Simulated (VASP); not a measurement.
Set up this calculation in VASP 6.6.1, as the native input.

| Item | Value |
| --- | --- |
| Task | single point |
| Functional | PBE |
| Potentials or basis | VASP PAW PBE potentials, release 64 (Pt) |
| Cutoff | 520 eV |
| k mesh | 21 × 21 × 21 |
| Occupations | fermi-dirac, width 0.0612256 eV |
| Spin | no spin polarisation |
| Dipole correction | no |
| Further INCAR settings | ALGO = Normal; EDIFF = 1e-07; NBANDS = 11 |

The structure of Pt lies in POSCAR:

```
Pt
1.0
    2.6080857354      0.0000000000      0.0000000000
    0.0000000000      2.6080857354      0.0000000000
    0.0000000000      0.0000000000      2.6080857354
Pt
1
Direct
    0.0000000000      0.0000000000      0.0000000000
```

This isn't the form of Pt at room conditions, which is fcc.

The input as run:

INCAR

```
SYSTEM = Pt
PREC = Accurate ; ENCUT = 520
EDIFF = 1E-7 ; ISMEAR = -1
SIGMA = 0.06122561905347299 ; LREAL = .FALSE.
LASPH = .TRUE. ; NELM = 60
ALGO = Normal ; ISIF = 2
LWAVE = .FALSE. ; LCHARG = .FALSE.
GGA = PE ; NBANDS = 11
```

KPOINTS

```
regular mesh
0
G
  21 21 21
  0 0 0
```

Potentials or basis: VASP PAW PBE potentials, release 64 (Pt).

The run is started by

```sh
$ cat potpaw_PBE.64/Pt/POTCAR > POTCAR
$ mpirun -np 1 vasp_std > vasp.out
```

It gave:

* Pressure: 3.1 GPa
* Band gap on the k mesh: zero (bands 5 and 6 overlap by 3.11 eV)

Caveat: the cell stands under pressure; spin-orbit coupling is left out, which moves the levels of the heavy elements.

Wall time 30 s on 1 thread of Intel(R) Xeon(R) Platinum 8259CL CPU @ 2.50GHz (Skylake/Cascade Lake) (shared host), peak memory 0.16 GiB.
